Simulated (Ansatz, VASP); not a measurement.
# Zn in VASP and in Ansatz

INCAR

```
SYSTEM = Zn
  ALGO = Normal
  EDIFF = 1E-6
  ENCUT = 500
  GGA = PE
  GGA_COMPAT = .FALSE.
  ISIF = 2
  ISMEAR = 0
  LASPH = .TRUE.
  LCHARG = .TRUE.
  LELF = .TRUE.
  LREAL = .FALSE.
  LVHAR = .TRUE.
  LWAVE = .FALSE.
  NBANDS = 19
  NELM = 120
  PREC = Accurate
  SIGMA = 0.1
```

Contents of KPOINTS:

```
k-points
0
G
  18 18 8
  0 0 0
```

The input POSCAR:

```
Zn
1.0
    2.5724398596      0.0000000000      0.0000000000
   -1.2862199298      2.2277982681      0.0000000000
    0.0000000000      0.0000000000      5.1573486536
Zn
2
Direct
    0.3333333333      0.6666666667      0.2500000000
    0.6666666667      0.3333333333      0.7500000000
```

Input for Ansatz:

```yaml
crystal:
  lattice:
    - [2.5724398596, 0.0, 0.0]
    - [-1.2862199298, 2.2277982681, 0.0]
    - [0.0, 0.0, 5.1573486536]
  atoms:
    - { symbol: Zn, position: [0.3333333333, 0.6666666667, 0.25] }
    - { symbol: Zn, position: [0.6666666667, 0.3333333333, 0.75] }
basis:
  ecutwfc: 420
kpoints:
  mp_grid: { grid: [18, 18, 8] }
hamiltonian:
  xc: pbe
scf:
  occupations: { method: gaussian, width: 0.1 }
output:
  forces: true
  stress: true
  eigenvalues: true
```

Alike in both runs: task single point; functional PBE; k mesh 18 × 18 × 8; occupations gaussian, width 0.1 eV; no spin polarisation.

```csv
,VASP,Ansatz
version,VASP 6.6.1,Ansatz 0.2.0
potentials or method,"VASP PAW PBE potentials, release 64 (Zn), cutoff 500 eV","scalar-relativistic, plane waves, PAW"
valence electrons in the cell,24,24
```

```tsv
	VASP	Ansatz	Ansatz less VASP
gap on the k mesh at the Fermi level (eV)	none	none	-
pressure (GPa)	4.7	4.2	-0.43
traceless stress, the component that is largest in VASP (GPa)	-3.90	-3.65	+0.250
```

A gap of «none» marks a metal or a gap that the smearing closes.
